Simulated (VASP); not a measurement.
# Ti (Pm-3m) in VASP: further runs

The runs below take Ti through relaxation of cell and atoms, with LDA.

Program: VASP 6.6.1. These are calculated values, not measurements. Logs are shortened: lines on timing, memory, paths and dates and some standing lists are left out, and cuts for length are marked.

**1. The cell of the first run**

It takes space group Pm-3m (No. 221, cubic). Conventional cell: a = 2.557 Å, b = 2.557 Å, c = 2.557 Å, α = 90.00°, β = 90.00°, γ = 90.00°. Ti (site symmetry m-3m) has 6 Ti at 2.56 Å within 3.4 Å.

This isn't the form of Ti at room conditions, which is hcp.

**2. Relaxation of cell and atoms, LDA**

Input file INCAR:

```
SYSTEM = Ti
PREC = Accurate
ENCUT = 600
EDIFF = 1E-6
ISMEAR = 1
SIGMA = 0.05
LREAL = .FALSE.
LASPH = .TRUE.
NELM = 80
ALGO = Normal
ISIF = 3
LWAVE = .FALSE.
LCHARG = .FALSE.
GGA = CA
IBRION = 2
NSW = 80
EDIFFG = -0.02
```

Input file KPOINTS:

```
Automatic mesh
0
G
  8 8 8
  0 0 0
```

Input file POSCAR:

```
Ti
1.0
    2.5574661358      0.0000000000      0.0000000000
    0.0000000000      2.5574661358      0.0000000000
    0.0000000000      0.0000000000      2.5574661358
Ti
1
Direct
    0.0000000000      0.0000000000      0.0000000000
```

Potentials or basis: VASP PAW LDA potentials, release 64 (Ti_sv).

Started as:

```sh
cat potpaw_LDA.64/Ti_sv/POTCAR > POTCAR
mpirun -np 1 vasp_std > vasp.out
```

OUTCAR:

```text
SYSTEM = Ti
   PREC = Accurate
   ENCUT = 600
   EDIFF = 1E-6
   ISMEAR = 1
   LREAL = .FALSE.
   LASPH = .TRUE.
   NELM = 80
   ISIF = 3
   GGA = CA
   IBRION = 2
   NSW = 80
   EDIFFG = -0.02

 ion  position               nearest neighbor table
   1  0.000  0.000  0.000-

  LATTYP: Found a simple cubic cell.
 ALAT       =     2.5574661358

  Lattice vectors:

 A1 = (   2.5574661358,   0.0000000000,   0.0000000000)
 A2 = (   0.0000000000,   2.5574661358,   0.0000000000)
 A3 = (   0.0000000000,   0.0000000000,   2.5574661358)

Analysis of symmetry for initial positions (statically):
=====================================================================
 Subroutine PRICEL returns:
 Original cell was already a primitive cell.

 Routine SETGRP: Setting up the symmetry group for a
 simple cubic supercell.

 Subroutine GETGRP returns: Found 48 space group operations
 (whereof 48 operations were pure point group operations)
 out of a pool of 48 trial point group operations.

The static configuration has the point symmetry O_h .

Analysis of symmetry for dynamics (positions and initial velocities):
=====================================================================
 Subroutine PRICEL returns:
 Original cell was already a primitive cell.

 Routine SETGRP: Setting up the symmetry group for a
 simple cubic supercell.

 Subroutine GETGRP returns: Found 48 space group operations
 (whereof 48 operations were pure point group operations)
 out of a pool of 48 trial point group operations.

The dynamic configuration has the point symmetry O_h .

 Subroutine INISYM returns: Found 48 space group operations
 (whereof 48 operations are pure point group operations),
 and found     1 'primitive' translations

----------------------------------------------------------------------------------------

                                     Primitive cell

  volume of cell :      16.7274

  direct lattice vectors                    reciprocal lattice vectors
     2.557466136  0.000000000  0.000000000     0.391012020  0.000000000  0.000000000
     0.000000000  2.557466136  0.000000000     0.000000000  0.391012020  0.000000000
     0.000000000  0.000000000  2.557466136     0.000000000  0.000000000  0.391012020

  length of vectors
     2.557466136  2.557466136  2.557466136     0.391012020  0.391012020  0.391012020

  position of ions in fractional coordinates (direct lattice)
     0.000000000  0.000000000  0.000000000

  ion indices of the primitive-cell ions
   primitive index   ion index
                 1           1
[... 74 lines left out ...]
   EDIFFG = -.2E-01   stopping-criterion for IOM
   NSW    =     80    number of steps for IOM
   IBRION =      2    ionic relax: 0-MD 1-quasi-New 2-CG
   NFREE  =      1    steps in history (QN), initial steepest desc. (CG)
   ISIF   =      3    stress and relaxation
   ISYM   =      2    0-nonsym 1-usesym 2-fastsym
   POTIM  = 0.5000    time-step for ionic-motion
   TEBEG  =    0.0;   TEEND  =   0.0 temperature during run
   PSTRESS=    0.0 pullay stress
   NELECT =      12.0000    total number of electrons
   NUPDOWN=      -1.0000    fix difference up-down
   EMIN   =  10.00;   EMAX   =-10.00  energy-range for DOS
   EFERMI =   0.00;   METHOD = LEGACY
   ISMEAR =     1;   SIGMA  =   0.05  broadening in eV -4-tet -1-fermi 0-gaus
   EFERMI_NEDOS =   21; number of points for ismear=-14 and -15
   IALGO  =     38    algorithm
   IMIX   =      4    mixing-type and parameters
     AMIX     =   0.40;   BMIX     =  1.00
     AMIX_MAG =   1.60;   BMIX_MAG =  1.00
  volume/ion in A,a.u.               =      16.73       112.88
  Fermi-wavevector in a.u.,A,eV,Ry     =   1.465521  2.769433 29.221934  2.147752
  Thomas-Fermi vector in A             =   2.581368
   LORBIT       =      0    0 simple, 1 ext, 2 COOP (PROOUT), +10 PAW based schemes
   GGA     = CA    functional components
   LHFCALC =     F    Hartree Fock is set to
   AEXX    =    0.0000 exact exchange contribution
   IVDW    =     0    specifies the selected vdW correction
   LEPSILON=     F    determine dielectric tensor
   LRPA    =     F    only Hartree local field effects (RPA)
 conjugate gradient relaxation of ions
 non-spin polarized calculation
 Methfessel and Paxton  Order N= 1 SIGMA  =   0.05
  energy-cutoff  :      600.00
  volume of cell :       16.73
 maximum number of plane-waves:       587
   NGX = 11   NGY = 11   NGZ = 11

 number of electron      12.0000010 magnetization

 Free energy of the ion-electron system (eV)
  ---------------------------------------------------
  ext. energy  EPLUGINS =         0.00000000
  ---------------------------------------------------
  free energy    TOTEN  =        -7.73187172 eV

  energy without entropy =       -7.73130980  energy(sigma->0) =       -7.73168441

 E-fermi :   8.2925     XC(G=0): -11.8485

 val. band max:        8.2864488385   @ k =   0.2500   0.1250   0.1250
 cond. band min:       8.3014344866   @ k =   0.5000   0.0000   0.0000
 fundamental gap:      0.0149856481
 Fermi energy:         8.2925214422

 k-point     1 :       0.0000    0.0000    0.0000
  band No.  band energies     occupation
      1     -47.4482      2.00000
      2     -23.4426      2.00000
      3     -23.4426      2.00000
      4     -23.4426      2.00000
      5       2.4585      2.00000
      6       6.8290      2.00000
      7       6.8290      2.00000
      8      12.6399      0.00000
      9      12.6399      0.00000
     10      12.6399      0.00000
[... 287 lines left out ...]
 k-point    24 :       0.5000    0.3750    0.1250
  band No.  band energies     occupation
      1     -47.0897      2.00000
      2     -24.4317      2.00000
      3     -24.2527      2.00000
      4     -23.4096      2.00000
      5       5.7119      2.00000
      6       8.6317     -0.00000
      7       9.7756      0.00000
      8      10.1268      0.00000
      9      12.4367      0.00000
     10      14.7921      0.00000

 [... further k-points ...]
[... 5 lines left out ...]
  --------------------------------------------------------------------------------------
  -------------------------------------------------------------------------------------
  Total       -0.0027190     -0.0027190     -0.0027190      0.0000000      0.0000000     -0.0000000
  in kB       -0.2604331     -0.2604331     -0.2604331      0.0000000      0.0000000     -0.0000000
  external PRESSURE =      -0.2604331 kB  Pullay stress =       0.0000000 kB

 VOLUME and BASIS-vectors are now :
 -----------------------------------------------------------------------------
  energy-cutoff  :      600.00
  volume of cell :       16.73
      direct lattice vectors                 reciprocal lattice vectors
     2.557466136  0.000000000  0.000000000     0.391012020  0.000000000  0.000000000
     0.000000000  2.557466136  0.000000000     0.000000000  0.391012020  0.000000000
     0.000000000  0.000000000  2.557466136     0.000000000  0.000000000  0.391012020

 POSITION                                       TOTAL-FORCE (eV/Angst)
 -----------------------------------------------------------------------------------
      0.00000      0.00000      0.00000         0.000000      0.000000      0.000000
 -----------------------------------------------------------------------------------
    total drift:                                0.000000      0.000000      0.000000

  FREE ENERGIE OF THE ION-ELECTRON SYSTEM (eV)
  ---------------------------------------------------
  free  energy   TOTEN  =        -7.7318717159 eV

  energy  without entropy=       -7.7313098049  energy(sigma->0) =       -7.73168441

 reached required accuracy - stopping structural energy minimisation
```

CONTCAR:

```text
Ti
   1.00000000000000
     2.5574661357999999    0.0000000000000000    0.0000000000000000
     0.0000000000000000    2.5574661357999999    0.0000000000000000
     0.0000000000000000    0.0000000000000000    2.5574661357999999
  Ti
     1
Direct
     0.0000000000000000    0.0000000000000000    0.0000000000000000

  0.00000000E+00  0.00000000E+00  0.00000000E+00
```

Run time: 4.3 s. Hardware: 1 thread of Intel Xeon Platinum 8259CL at 2.50GHz (Skylake/Cascade Lake), shared host; peak memory 0.12 GiB.

Results:

| Property | Result |
| --- | --- |
| Free energy | -7.7319 eV |
| Pressure after relaxing | 0.0 GPa |
| Band gap on the k mesh | zero (bands 6 and 7 overlap by 2.15 eV) |

Final structure:
```cif
data_structure
_symmetry_space_group_name_H-M 'P 1'
_symmetry_Int_Tables_number 1
_cell_length_a 2.5575
_cell_length_b 2.5575
_cell_length_c 2.5575
_cell_angle_alpha 90.000
_cell_angle_beta 90.000
_cell_angle_gamma 90.000
_cell_volume 16.73
loop_
_atom_site_label
_atom_site_type_symbol
_atom_site_fract_x
_atom_site_fract_y
_atom_site_fract_z
_atom_site_occupancy
Ti1 Ti 0.00000 0.00000 0.00000 1
```

Levels at points of the mesh, in eV from the Fermi level:
```
           k point  band 3  band 4  band 5  band 6  band 7  band 8  band 9  band 10
(0.00, 0.00, 0.00)  -31.74  -31.74   -5.83   -1.46   -1.46    4.35    4.35     4.35
(0.50, 0.00, 0.00)  -31.63  -31.63   -1.83   -0.66    0.01    2.21    2.21     4.54
(0.50, 0.50, 0.00)  -32.72  -31.53   -3.09   -0.06    2.69    2.69    5.82     5.82
(0.50, 0.50, 0.50)  -32.56  -32.56   -1.42   -1.42   -1.42    5.83    5.83     9.28
```

Caveat: the relaxation stopped at its first step, so nothing moved.

**3. Relaxation of cell and atoms, LDA**

This run uses another cell than the first one, of 19.47 Å³/atom.

Input file INCAR:

```
SYSTEM = Ti
PREC     = Accurate       ! precision mode
ENCUT    = 600            ! plane-wave cutoff, eV
EDIFF    = 1E-6           ! SCF threshold, eV
ISMEAR   = 1              ! smearing method
SIGMA    = 0.05           ! smearing width, eV
LREAL    = .False.        ! projectors in reciprocal space
LASPH    = .True.         ! aspherical terms in the spheres
NELM     = 100            ! most SCF steps
ALGO     = Normal         ! electronic algorithm
ISIF     = 3              ! what is computed and relaxed
LWAVE    = .False.        ! write WAVECAR
LCHARG   = .False.        ! write CHGCAR
GGA      = CA             ! functional
IBRION   = 2              ! ionic algorithm
NSW      = 80             ! ionic steps
EDIFFG   = -0.02          ! ionic threshold
```

Input file KPOINTS:

```
regular mesh
0
Gamma
  8 8 8
  0 0 0
```

Input file POSCAR:

```
Ti
1.0
    2.6900000000      0.0000000000      0.0000000000
    0.0000000000      2.6900000000      0.0000000000
    0.0000000000      0.0000000000      2.6900000000
Ti
1
Direct
    0.0000000000      0.0000000000      0.0000000000
```

Potentials or basis: VASP PAW LDA potentials, release 64 (Ti_sv).

Started as:

```sh
cat potpaw_LDA.64/Ti_sv/POTCAR > POTCAR
mpirun -np 1 vasp_std > vasp.out
```

It took 12 s on 1 thread of Intel Xeon Platinum 8259CL at 2.50GHz (Skylake/Cascade Lake), shared host; peak memory 0.14 GiB.

It converged, with:

* Free energy: -7.7332 eV
* Relaxed volume: 16.73 Å³/atom
* Relaxed cell: a = 2.557 Å, b = 2.557 Å, c = 2.557 Å, α = 90.00°, β = 90.00°, γ = 90.00°
* Space group after relaxing (to 0.1 Å): Pm-3m (No. 221)
* Energy gained by relaxing: 96.6 meV/atom
* Ionic steps: 3
* Pressure after relaxing: 0.0 GPa
* Band gap on the k mesh: zero (bands 6 and 7 overlap by 2.15 eV)

Step by step:
```tsv
step	energy change (eV)	largest force (eV/Å)	pressure (GPa)	volume (Å³)
1	0.0000	0.0000	-10.43	19.47
2	-0.0903	0.0000	3.33	16.11
3	-0.0966	0.0000	0.00	16.73
```

Final structure:
```cif
data_structure
_symmetry_space_group_name_H-M 'P 1'
_symmetry_Int_Tables_number 1
_cell_length_a 2.5574
_cell_length_b 2.5574
_cell_length_c 2.5574
_cell_angle_alpha 90.000
_cell_angle_beta 90.000
_cell_angle_gamma 90.000
_cell_volume 16.73
loop_
_atom_site_label
_atom_site_type_symbol
_atom_site_fract_x
_atom_site_fract_y
_atom_site_fract_z
_atom_site_occupancy
Ti1 Ti 0.00000 0.00000 0.00000 1
```

Levels at points of the mesh, in eV from the Fermi level:
| k point | band 3 | band 4 | band 5 | band 6 | band 7 | band 8 | band 9 | band 10 |
| --- | --- | --- | --- | --- | --- | --- | --- | --- |
| (0.00, 0.00, 0.00) | -31.74 | -31.74 | -5.83 | -1.46 | -1.46 | 4.35 | 4.35 | 4.35 |
| (0.50, 0.00, 0.00) | -31.63 | -31.63 | -1.83 | -0.66 | 0.01 | 2.21 | 2.21 | 4.54 |
| (0.50, 0.50, 0.00) | -32.72 | -31.53 | -3.09 | -0.06 | 2.69 | 2.69 | 5.71 | 5.82 |
| (0.50, 0.50, 0.50) | -32.56 | -32.56 | -1.42 | -1.42 | -1.42 | 5.83 | 5.83 | 9.28 |
